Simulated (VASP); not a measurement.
# MoS2 (P6_3/mmc) in VASP: a series of runs, part 2 of 2

VASP 6.6.1.

## 3. Single point, PBEsol (biaxial strain in the a-b plane: +4.0 %, then relaxed in part)

INCAR reads:

```
PREC = Accurate
ENCUT = 520
EDIFF = 1E-7
ISMEAR = 0
SIGMA = 0.02
LREAL = F
LASPH = T
NELM = 60
ALGO = Normal
ISIF = 2
LWAVE = F
LCHARG = F
GGA = PS
NBANDS = 35
```

KPOINTS reads:

```
regular mesh
0
Gamma
  12 12 2
```

POSCAR reads:

```
MoS2
1.0
    3.2670439345      0.0000000000      0.0000000000
   -1.6335219672      2.8293430425      0.0000000000
    0.0000000000      0.0000000000     12.3783526109
Mo S
2 4
Direct
    0.6666666667      0.3333333333      0.2500000000
    0.3333333333      0.6666666667      0.7500000000
    0.6666666667      0.3333333333      0.6273593630
    0.3333333333      0.6666666667      0.3726406370
    0.6666666667      0.3333333333      0.8726406370
    0.3333333333      0.6666666667      0.1273593630
```

Potentials or basis: VASP PAW PBE potentials, release 64 (Mo_sv, S).

Run with:

```sh
> cat potpaw_PBE.64/Mo_sv/POTCAR potpaw_PBE.64/S/POTCAR > POTCAR
> mpirun -np 1 vasp_std > vasp.out
```

It took 64 s on 1 thread of Intel Xeon 6975P-C (Granite Rapids), shared host; peak memory 0.28 GiB.

It converged, with:

```yaml
Free_energy: -46.6336 eV
Pressure: -6.4 GPa
Band_gap_on_the_k_mesh: 0.42 eV (least direct gap 1.34 eV)
```

Forces in eV/Å, atoms in the order of the input:
```
Mo   0.000  0.000  0.000
Mo   0.000  0.000  0.000
S    0.000  0.000 -0.002
S    0.000  0.000  0.002
S    0.000  0.000  0.002
S    0.000  0.000 -0.002
```

Stress tensor (GPa, compression positive):
```
-9.64  0.00  0.00
 0.00 -9.64  0.00
 0.00  0.00 -0.02
```

Levels at points of the mesh, in eV from the valence-band top:
| k point | band 22 | band 23 | band 24 | band 25 | band 26 | band 27 | band 28 | band 29 | band 30 | band 31 |
| --- | --- | --- | --- | --- | --- | --- | --- | --- | --- | --- |
| (0.00, 0.00, 0.00) | -2.58 | -2.58 | -1.16 | -0.93 | 0.00 | 1.71 | 1.71 | 1.72 | 1.72 | 2.01 |
| (0.50, 0.00, 0.00) | -2.38 | -2.19 | -2.04 | -1.56 | -1.39 | 1.06 | 1.10 | 1.52 | 1.66 | 2.59 |
| (0.00, 0.00, 0.50) | -2.60 | -2.37 | -2.37 | -0.22 | -0.22 | 1.71 | 1.71 | 1.71 | 1.71 | 2.08 |
| (0.50, 0.00, 0.50) | -2.50 | -2.11 | -2.11 | -1.46 | -1.46 | 1.08 | 1.08 | 1.60 | 1.60 | 2.91 |

Caveat: the cell differs from its parent crystal (biaxial strain in the a-b plane: +4.0 %, then relaxed in part); the cell stands under tension; the PAW data sets were made with another functional, which shifts forces and pressure a little; this functional lacks dispersion, which binds the layers, so the pressure and a relaxed spacing across them are unreliable. A k mesh can miss the band edges.

## 4. Single point, PBEsol

This run uses another cell than the first one, of 19.07 Å³/atom.

INCAR reads:

```
SYSTEM = MoS2
  PREC = Accurate
  ENCUT = 520
  EDIFF = 1E-6
  ISMEAR = 0
  SIGMA = 0.02
  LREAL = .FALSE.
  LASPH = .TRUE.
  NELM = 80
  ALGO = Normal
  ISIF = 2
  LWAVE = .FALSE.
  LCHARG = .TRUE.
  GGA = PS
  LELF = .TRUE.
  LVHAR = .TRUE.
  NBANDS = 35
```

KPOINTS reads:

```
regular mesh
0
G
  12 12 2
  0 0 0
```

POSCAR is that of step 3.

Run with:

```sh
> cat potpaw_PBE.64/Mo_sv/POTCAR potpaw_PBE.64/S/POTCAR > POTCAR
> mpirun -np 1 vasp_std > vasp.out
```

It took 58 s on 1 thread of Intel Xeon 6975P-C (Granite Rapids), shared host; peak memory 0.28 GiB.

It converged, with:

| Quantity | Value |
| --- | --- |
| Free energy | -46.6336 eV |
| Pressure | -6.4 GPa |
| Band gap on the k mesh | 0.42 eV (least direct gap 1.34 eV) |

Forces in eV/Å, atoms in the order of the input:
```
Mo   0.000  0.000  0.000
Mo   0.000  0.000  0.000
S    0.000  0.000 -0.002
S    0.000  0.000  0.002
S    0.000  0.000  0.002
S    0.000  0.000 -0.002
```

Stress tensor (GPa, compression positive):
```
-9.65  0.00  0.00
 0.00 -9.65  0.00
 0.00  0.00 -0.03
```

Levels at points of the mesh, in eV from the valence-band top:
| k point | band 24 | band 25 | band 26 | band 27 | band 28 | band 29 |
| --- | --- | --- | --- | --- | --- | --- |
| (0.00, 0.00, 0.00) | -1.16 | -0.93 | 0.00 | 1.71 | 1.71 | 1.72 |
| (0.50, 0.00, 0.00) | -2.04 | -1.56 | -1.39 | 1.06 | 1.10 | 1.52 |
| (0.00, 0.00, 0.50) | -2.37 | -0.22 | -0.22 | 1.71 | 1.71 | 1.71 |
| (0.50, 0.00, 0.50) | -2.11 | -1.46 | -1.46 | 1.08 | 1.08 | 1.60 |

Caveat: the cell stands under tension; the PAW data sets were made with another functional, which shifts forces and pressure a little; this functional lacks dispersion, which binds the layers, so the pressure and a relaxed spacing across them are unreliable. A k mesh can miss the band edges.

## 5. Single point, PBEsol (biaxial strain in the a-b plane: +6.0 %)

INCAR reads:

```
ALGO = Normal ; EDIFF = 1E-6
ENCUT = 520 ; GGA = PS
ISIF = 2 ; ISMEAR = 0
LASPH = T ; LCHARG = F
LREAL = F ; LWAVE = F
NBANDS = 35 ; NELM = 80
PREC = Accurate ; SIGMA = 0.02
```

KPOINTS reads:

```
k-points
0
Gamma
  12 12 2
```

POSCAR, as its differences from that of step 4:

```diff
@@ -2,5 +2,5 @@
 1.0
-    3.2670439345      0.0000000000      0.0000000000
-   -1.6335219672      2.8293430425      0.0000000000
-    0.0000000000      0.0000000000     12.3783526109
+    3.3298717024      0.0000000000      0.0000000000
+   -1.6649358512      2.8837534857      0.0000000000
+    0.0000000000      0.0000000000     12.1320244322
 Mo S
```

Run with:

```sh
> cat potpaw_PBE.64/Mo_sv/POTCAR potpaw_PBE.64/S/POTCAR > POTCAR
> mpirun -np 1 vasp_std > vasp.out
```

It took 88 s on 1 thread of Intel Xeon 6975P-C (Granite Rapids), shared host; peak memory 0.3 GiB.

Results (log left out):

| Property | Result |
| --- | --- |
| Free energy | -46.3075 eV |
| Pressure | -8.1 GPa |
| Largest force | 0.205 eV/Å |

Forces in eV/Å, atoms in the order of the input:
```
Mo   0.000  0.000  0.000
Mo   0.000  0.000  0.000
S    0.000  0.000 -0.205
S    0.000  0.000  0.205
S    0.000  0.000  0.205
S    0.000  0.000 -0.205
```

Stress tensor (GPa, compression positive):
```
-13.06   0.00   0.00
  0.00 -13.06   0.00
  0.00   0.00   1.86
```

Levels at points of the mesh, in eV from the Fermi level:
| k point | band 22 | band 23 | band 24 | band 25 | band 26 | band 27 | band 28 | band 29 | band 30 | band 31 |
| --- | --- | --- | --- | --- | --- | --- | --- | --- | --- | --- |
| (0.00, 0.00, 0.00) | -2.85 | -2.85 | -0.99 | -0.83 | 0.01 | 1.45 | 1.45 | 1.46 | 1.46 | 1.80 |
| (0.50, 0.00, 0.00) | -2.53 | -2.36 | -2.30 | -1.69 | -1.45 | 0.72 | 0.77 | 1.15 | 1.24 | 2.37 |
| (0.00, 0.00, 0.50) | -2.88 | -2.25 | -2.25 | -0.16 | -0.16 | 1.45 | 1.45 | 1.45 | 1.45 | 1.89 |
| (0.50, 0.00, 0.50) | -2.45 | -2.44 | -2.44 | -1.55 | -1.55 | 0.74 | 0.74 | 1.20 | 1.20 | 2.71 |

Caveat: the cell differs from its parent crystal (biaxial strain in the a-b plane: +6.0 %); the cell stands under tension; the PAW data sets were made with another functional, which shifts forces and pressure a little; this functional lacks dispersion, which binds the layers, so the pressure and a relaxed spacing across them are unreliable.

## 6. Single point, PBEsol (biaxial strain in the a-b plane: +6.0 %, then relaxed in part)

INCAR reads:

```
  ALGO = Normal
  EDIFF = 1E-6
  ENCUT = 520
  GGA = PS
  ISIF = 2
  ISMEAR = 0
  LASPH = True
  LCHARG = False
  LREAL = False
  LWAVE = False
  NBANDS = 35
  NELM = 100
  PREC = Accurate
  SIGMA = 0.02
```

KPOINTS is that of step 5.

POSCAR reads:

```
MoS2
1.0
    3.3298717024      0.0000000000      0.0000000000
   -1.6649358512      2.8837534857      0.0000000000
    0.0000000000      0.0000000000     12.2842836374
Mo S
2 4
Direct
    0.6666666667      0.3333333333      0.2500000000
    0.3333333333      0.6666666667      0.7500000000
    0.6666666667      0.3333333333      0.6279149883
    0.3333333333      0.6666666667      0.3720850117
    0.6666666667      0.3333333333      0.8720850117
    0.3333333333      0.6666666667      0.1279149883
```

Potentials or basis: VASP PAW PBE potentials, release 64 (Mo_sv, S).

Run with:

```sh
> cat potpaw_PBE.64/Mo_sv/POTCAR potpaw_PBE.64/S/POTCAR > POTCAR
> mpirun -np 1 vasp_std > vasp.out
```

Run time: 89 s. Hardware: 1 thread of Intel Xeon 6975P-C (Granite Rapids), shared host; peak memory 0.31 GiB.

It converged, with:

| Item | Value |
| --- | --- |
| Free energy | -46.3138 eV |
| Pressure | -9.0 GPa |
| Band gap on the k mesh | 0.10 eV (least direct gap 1.18 eV) |

Forces on the atoms (eV/Å):
```
Mo   0.000  0.000  0.000
Mo   0.000  0.000  0.000
S    0.000  0.000 -0.002
S    0.000  0.000  0.002
S    0.000  0.000  0.002
S    0.000  0.000 -0.002
```

Stress tensor (GPa, compression positive):
```
-13.51   0.00   0.00
  0.00 -13.51   0.00
  0.00   0.00  -0.01
```

Levels at points of the mesh, in eV from the valence-band top:
```tsv
k point	band 24	band 25	band 26	band 27	band 28	band 29
(0.00, 0.00, 0.00)	-1.05	-0.82	0.00	1.49	1.49	1.50
(0.50, 0.00, 0.00)	-2.28	-1.62	-1.42	0.78	0.83	1.21
(0.00, 0.00, 0.50)	-2.24	-0.18	-0.18	1.49	1.49	1.49
(0.50, 0.00, 0.50)	-2.35	-1.50	-1.50	0.80	0.80	1.26
```

Caveat: the cell differs from its parent crystal (biaxial strain in the a-b plane: +6.0 %, then relaxed in part); the cell stands under tension; the PAW data sets were made with another functional, which shifts forces and pressure a little; this functional lacks dispersion, which binds the layers, so the pressure and a relaxed spacing across them are unreliable.

## 7. The runs side by side

```tsv
cell	gap on the mesh (eV)	pressure (GPa)
a = 3.079, b = 3.079, c = 12.699 Å, angles 90.0, 90.0, 120.0°, 6 atoms, atomic positions A	1.10	3.9
a = 3.267, b = 3.267, c = 12.378 Å, angles 90.0, 90.0, 120.0°, 6 atoms, atomic positions B	0.42	-6.4
a = 3.330, b = 3.330, c = 12.132 Å, angles 90.0, 90.0, 120.0°, 6 atoms, atomic positions B	-	-8.1
a = 3.330, b = 3.330, c = 12.284 Å, angles 90.0, 90.0, 120.0°, 6 atoms, atomic positions B	0.10	-9.0
```

Alike in all rows: task single point; level PBEsol; potentials or basis VASP PAW PBE potentials, release 64 (Mo_sv, S); no spin polarisation; k mesh 12 × 12 × 2; cutoff (eV) 520; smearing gaussian 0.02 eV.

Caveats: the PAW data sets were made with another functional, which shifts forces and pressure a little; this functional lacks dispersion, which binds the layers, so the pressure and a relaxed spacing across them are unreliable; the cell stands under tension (at least some runs); the cell stands under pressure (at least some runs).

Total energies depend on the potentials used, so only differences within one code and one set of settings carry meaning.
